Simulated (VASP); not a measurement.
# BMoW3 (Pm-3m) in VASP: a series of runs

BMoW3 is run at these levels: PBE; tasks: single point, relaxation of cell and atoms.

Everything below comes from runs of VASP 6.6.1. Logs are shortened: lines on timing, memory, paths and dates and some standing lists are left out, and cuts for length are marked.

### Step 1. The cell of the first run

Symmetry: Pm-3m, No. 221, cubic system. The conventional cell has a = 4.265 Å, b = 4.265 Å, c = 4.265 Å, α = 90.00°, β = 90.00°, γ = 90.00°. B (site symmetry m-3m) has 6 W at 2.13 Å within 2.8 Å. Mo (site symmetry m-3m) has 12 W at 3.02 Å and 8 B at 3.69 Å within 4.0 Å. W (site symmetry 4/mmm) has 2 B at 2.13 Å within 2.8 Å.

The cell was built from a structure type or drawn by symmetry, and may not be a known phase.

### Step 2. Single point, PBE

Contents of INCAR:

```
SYSTEM = BMoW3
PREC = Accurate
ENCUT = 520
EDIFF = 1E-6
ISMEAR = 0
SIGMA = 0.1
LREAL = .False.
LASPH = .True.
NELM = 80
ALGO = Normal
ISIF = 2
LWAVE = .False.
LCHARG = .True.
GGA = PE
LELF = .True.
LVHAR = .True.
NBANDS = 38
```

Contents of KPOINTS:

```
regular mesh
0
Gamma
  4 4 4
  0 0 0
```

Contents of POSCAR:

```
BMoW3
1.0
    4.2645865000      0.0000000000      0.0000000000
    0.0000000000      4.2645865000      0.0000000000
    0.0000000000      0.0000000000      4.2645865000
B Mo W
1 1 3
Direct
    0.5000000000      0.5000000000      0.5000000000
    0.0000000000      0.0000000000      0.0000000000
    0.5000000000      0.0000000000      0.5000000000
    0.0000000000      0.5000000000      0.5000000000
    0.5000000000      0.5000000000      0.0000000000
```

Potentials or basis: VASP PAW PBE potentials, release 64 (B, Mo_sv, W_sv).

Command:

```
cat potpaw_PBE.64/B/POTCAR potpaw_PBE.64/Mo_sv/POTCAR potpaw_PBE.64/W_sv/POTCAR > POTCAR
mpirun -np 1 vasp_std > vasp.out
```

OUTCAR:

```text
SYSTEM = BMoW3
   PREC = Accurate
   ENCUT = 520
   EDIFF = 1E-6
   ISMEAR = 0
   LREAL = .False.
   LASPH = .True.
   NELM = 80
   ISIF = 2
   GGA = PE

 ion  position               nearest neighbor table
   1  0.500  0.500  0.500-   3 2.13   4 2.13   5 2.13   5 2.13   3 2.13   4 2.13
   2  0.000  0.000  0.000-   3 3.02   4 3.02   5 3.02   3 3.02   4 3.02   4 3.02   5 3.02   4 3.02
                             3 3.02   5 3.02   3 3.02   5 3.02
   3  0.500  0.000  0.500-   1 2.13   1 2.13   4 3.02   5 3.02   2 3.02   5 3.02   2 3.02   4 3.02
                             5 3.02   5 3.02   2 3.02   4 3.02   2 3.02   4 3.02
   4  0.000  0.500  0.500-   1 2.13   1 2.13   3 3.02   5 3.02   2 3.02   5 3.02   2 3.02   3 3.02
                             2 3.02   2 3.02   3 3.02   5 3.02   5 3.02   3 3.02
   5  0.500  0.500  0.000-   1 2.13   1 2.13   3 3.02   4 3.02   2 3.02   3 3.02   4 3.02   2 3.02
                             3 3.02   3 3.02   2 3.02   4 3.02   4 3.02   2 3.02

  LATTYP: Found a simple cubic cell.
 ALAT       =     4.2645865000

  Lattice vectors:

 A1 = (   4.2645865000,   0.0000000000,   0.0000000000)
 A2 = (   0.0000000000,   4.2645865000,   0.0000000000)
 A3 = (   0.0000000000,   0.0000000000,   4.2645865000)

Analysis of symmetry for initial positions (statically):
=====================================================================
 Subroutine PRICEL returns:
 Original cell was already a primitive cell.

 Routine SETGRP: Setting up the symmetry group for a
 simple cubic supercell.

 Subroutine GETGRP returns: Found 48 space group operations
 (whereof 48 operations were pure point group operations)
 out of a pool of 48 trial point group operations.

The static configuration has the point symmetry O_h .

Analysis of symmetry for dynamics (positions and initial velocities):
=====================================================================
 Subroutine PRICEL returns:
 Original cell was already a primitive cell.

 Routine SETGRP: Setting up the symmetry group for a
 simple cubic supercell.

 Subroutine GETGRP returns: Found 48 space group operations
 (whereof 48 operations were pure point group operations)
 out of a pool of 48 trial point group operations.

The dynamic configuration has the point symmetry O_h .

 Subroutine INISYM returns: Found 48 space group operations
 (whereof 48 operations are pure point group operations),
 and found     1 'primitive' translations

----------------------------------------------------------------------------------------

                                     Primitive cell

  volume of cell :      77.5587

  direct lattice vectors                    reciprocal lattice vectors
     4.264586500  0.000000000  0.000000000     0.234489323  0.000000000  0.000000000
     0.000000000  4.264586500  0.000000000     0.000000000  0.234489323  0.000000000
     0.000000000  0.000000000  4.264586500     0.000000000  0.000000000  0.234489323

  length of vectors
     4.264586500  4.264586500  4.264586500     0.234489323  0.234489323  0.234489323

  position of ions in fractional coordinates (direct lattice)
     0.500000000  0.500000000  0.500000000
     0.000000000  0.000000000  0.000000000
     0.500000000  0.000000000  0.500000000
     0.000000000  0.500000000  0.500000000
     0.500000000  0.500000000  0.000000000

  ion indices of the primitive-cell ions
   primitive index   ion index
                 1           1
                 2           2
                 3           3
                 4           4
                 5           5

----------------------------------------------------------------------------------------

 KPOINTS: regular mesh

Automatic generation of k-mesh.
 Grid dimensions read from file:
 generate k-points for:    4    4    4

 Generating k-lattice:

  Cartesian coordinates                     Fractional coordinates (reciprocal lattice)
     0.058622331  0.000000000  0.000000000     0.250000000  0.000000000  0.000000000
     0.000000000  0.058622331  0.000000000     0.000000000  0.250000000  0.000000000
     0.000000000  0.000000000  0.058622331     0.000000000  0.000000000  0.250000000

  Length of vectors
     0.058622331  0.058622331  0.058622331

  Shift w.r.t. Gamma in fractional coordinates (k-lattice)
     0.000000000  0.000000000  0.000000000

 Subroutine IBZKPT returns following result:
 ===========================================

 Found     10 irreducible k-points:

 Following reciprocal coordinates:
            Coordinates               Weight
  0.000000  0.000000  0.000000      1.000000
  0.250000  0.000000  0.000000      6.000000
  0.500000  0.000000  0.000000      3.000000
  0.250000  0.250000  0.000000     12.000000
  0.500000  0.250000  0.000000     12.000000
  0.500000  0.500000  0.000000      3.000000
  0.250000  0.250000  0.250000      8.000000
  0.500000  0.250000  0.250000     12.000000
  0.500000  0.500000  0.250000      6.000000
  0.500000  0.500000  0.500000      1.000000
   k-points           NKPTS =     10   k-points in BZ     NKDIM =     10   number of bands    NBANDS=     38
   number of dos      NEDOS =    301   number of ions     NIONS =      5
   total plane-waves  NPLWV =  32768
   dimension x,y,z NGX =    32 NGY =   32 NGZ =   32
   dimension x,y,z NGXF=    64 NGYF=   64 NGZF=   64
   ions per type =               1   1   3
   NGX,Y,Z   is equivalent  to a cutoff of  12.47, 12.47, 12.47 a.u.
   NGXF,Y,Z  is equivalent  to a cutoff of  24.95, 24.95, 24.95 a.u.
 SYSTEM =  BMoW3
   PREC   = accura    normal or accurate (medium, high low for compatibility)
   ISTART =      0    job   : 0-new  1-cont  2-samecut
   ICHARG =      2    charge: 1-file 2-atom 10-const
   ISPIN  =      1    spin polarized calculation?
   LNONCOLLINEAR =      F non collinear calculations
   LSORBIT =      F    spin-orbit coupling
   LASPH  =      T    aspherical Exc in radial PAW
   ENCUT  =  520.0 eV  38.22 Ry    6.18 a.u.   7.93  7.93  7.93*2*pi/ulx,y,z
   NELM   =     80;   NELMIN=  2; NELMDL= -5     # of ELM steps
   EDIFF  = 0.1E-05   stopping-criterion for ELM
   LREAL  =      F    real-space projection
   EDIFFG = 0.1E-04   stopping-criterion for IOM
   NSW    =      0    number of steps for IOM
   IBRION =     -1    ionic relax: 0-MD 1-quasi-New 2-CG
   NFREE  =      0    steps in history (QN), initial steepest desc. (CG)
   ISIF   =      2    stress and relaxation
   ISYM   =      2    0-nonsym 1-usesym 2-fastsym
   POTIM  = 0.5000    time-step for ionic-motion
   TEBEG  =    0.0;   TEEND  =   0.0 temperature during run
   PSTRESS=    0.0 pullay stress
   NELECT =      59.0000    total number of electrons
   NUPDOWN=      -1.0000    fix difference up-down
   EMIN   =  10.00;   EMAX   =-10.00  energy-range for DOS
   EFERMI =   0.00;   METHOD = LEGACY
   ISMEAR =     0;   SIGMA  =   0.10  broadening in eV -4-tet -1-fermi 0-gaus
   EFERMI_NEDOS =   21; number of points for ismear=-14 and -15
   IALGO  =     38    algorithm
   IMIX   =      4    mixing-type and parameters
     AMIX     =   0.40;   BMIX     =  1.00
     AMIX_MAG =   1.60;   BMIX_MAG =  1.00
  volume/ion in A,a.u.               =      15.51       104.68
  Fermi-wavevector in a.u.,A,eV,Ry     =   1.494452  2.824104 30.387063  2.233386
  Thomas-Fermi vector in A             =   2.606723
   LORBIT       =      0    0 simple, 1 ext, 2 COOP (PROOUT), +10 PAW based schemes
   GGA     = PE    functional components
   LHFCALC =     F    Hartree Fock is set to
   AEXX    =    0.0000 exact exchange contribution
   IVDW    =     0    specifies the selected vdW correction
   LEPSILON=     F    determine dielectric tensor
   LRPA    =     F    only Hartree local field effects (RPA)
 non-spin polarized calculation
 Gauss-broadening in eV      SIGMA  =   0.10
  energy-cutoff  :      520.00
  volume of cell :       77.56
 maximum number of plane-waves:      2176
 NGX is ok and might be reduce to    32
   NGX = 15   NGY = 15   NGZ = 15

 number of electron      58.9999989 magnetization

 Free energy of the ion-electron system (eV)
  ---------------------------------------------------
  ext. energy  EPLUGINS =         0.00000000
  ---------------------------------------------------
  free energy    TOTEN  =       -54.72974638 eV

  energy without entropy =      -54.70865228  energy(sigma->0) =      -54.71919933

 E-fermi :   9.4218     XC(G=0): -12.8264

 val. band max:        9.3365837211   @ k =   0.5000   0.2500   0.2500
 cond. band min:       9.4686327855   @ k =   0.5000   0.2500   0.2500
 fundamental gap:      0.1320490644
 Fermi energy:         9.4217793735

 k-point     1 :       0.0000    0.0000    0.0000
  band No.  band energies     occupation
      1     -64.4667      2.00000
      2     -64.4149      2.00000
      3     -64.4149      2.00000
      4     -51.4579      2.00000
      5     -28.9023      2.00000
      6     -28.9023      2.00000
[... 30 lines left out ...]
     37      13.3413      0.00000
     38      13.8446      0.00000

 k-point     2 :       0.2500    0.0000    0.0000
  band No.  band energies     occupation
      1     -64.4602      2.00000
      2     -64.4216      2.00000
      3     -64.4149      2.00000
      4     -51.4579      2.00000
      5     -28.8644      2.00000
      6     -28.8644      2.00000
[... 30 lines left out ...]
     37      13.3191      0.00000
     38      13.8626      0.00000

 k-point     3 :       0.5000    0.0000    0.0000
  band No.  band energies     occupation
      1     -64.4494      2.00000
      2     -64.4323      2.00000
      3     -64.4148      2.00000
      4     -51.4579      2.00000
      5     -28.8143      2.00000
      6     -28.8143      2.00000
[... 30 lines left out ...]
     37      13.3169      0.00000
[... 207 lines left out ...]
 k-point     9 :       0.5000    0.5000    0.2500
  band No.  band energies     occupation
      1     -64.4322      2.00000
      2     -64.4322      2.00000
      3     -64.4322      2.00000
      4     -51.4576      2.00000
      5     -29.0399      2.00000
      6     -28.8073      2.00000
[... 30 lines left out ...]
     37      12.6487      0.00000
     38      13.8294      0.00000

 k-point    10 :       0.5000    0.5000    0.5000
  band No.  band energies     occupation
      1     -64.4323      2.00000
      2     -64.4323      2.00000
      3     -64.4323      2.00000
      4     -51.4575      2.00000
      5     -29.1206      2.00000
      6     -28.8165      2.00000
[... 30 lines left out ...]
     37      12.9786      0.00000
     38      13.2917      0.00000

------------------------ aborting loop because EDIFF is reached ----------------------------------------

  FORCE on cell =-STRESS in cart. coord.  units (eV):
  Direction    XX          YY          ZZ          XY          YZ          ZX
  --------------------------------------------------------------------------------------
  -------------------------------------------------------------------------------------
  Total       -5.2818814     -5.2818814     -5.2818814     -0.0000000      0.0000000     -0.0000000
  in kB     -109.1109769   -109.1109769   -109.1109769     -0.0000000      0.0000000     -0.0000000
  external PRESSURE =    -109.1109769 kB  Pullay stress =       0.0000000 kB

 VOLUME and BASIS-vectors are now :
 -----------------------------------------------------------------------------
  energy-cutoff  :      520.00
  volume of cell :       77.56
      direct lattice vectors                 reciprocal lattice vectors
     4.264586500  0.000000000  0.000000000     0.234489323  0.000000000  0.000000000
     0.000000000  4.264586500  0.000000000     0.000000000  0.234489323  0.000000000
     0.000000000  0.000000000  4.264586500     0.000000000  0.000000000  0.234489323

 POSITION                                       TOTAL-FORCE (eV/Angst)
 -----------------------------------------------------------------------------------
      2.13229      2.13229      2.13229         0.000000      0.000000      0.000000
      0.00000      0.00000      0.00000         0.000000      0.000000      0.000000
      2.13229      0.00000      2.13229         0.000000      0.000000      0.000000
      0.00000      2.13229      2.13229         0.000000      0.000000      0.000000
      2.13229      2.13229      0.00000         0.000000      0.000000      0.000000
 -----------------------------------------------------------------------------------
    total drift:                                0.000000     -0.000000     -0.000000

  FREE ENERGIE OF THE ION-ELECTRON SYSTEM (eV)
  ---------------------------------------------------
  free  energy   TOTEN  =       -54.7297463774 eV

  energy  without entropy=      -54.7086522817  energy(sigma->0) =      -54.71919933
```

Run time: 24 s. Hardware: 1 thread of Intel Xeon Platinum 8488C (Sapphire Rapids), shared host; peak memory 0.19 GiB.

Results:

| Property | Result |
| --- | --- |
| Free energy | -54.7297 eV |
| Pressure | -10.9 GPa |
| Band gap on the k mesh | zero (an odd number of electrons rules out a gap without spin polarisation) |

Caveat: the k points lie up to 0.37 Å⁻¹ apart, too coarse for converged energies and pressures of a metal; spin-orbit coupling is left out, which moves the levels of the heavy elements.

(Continued in part 2 of 2.)
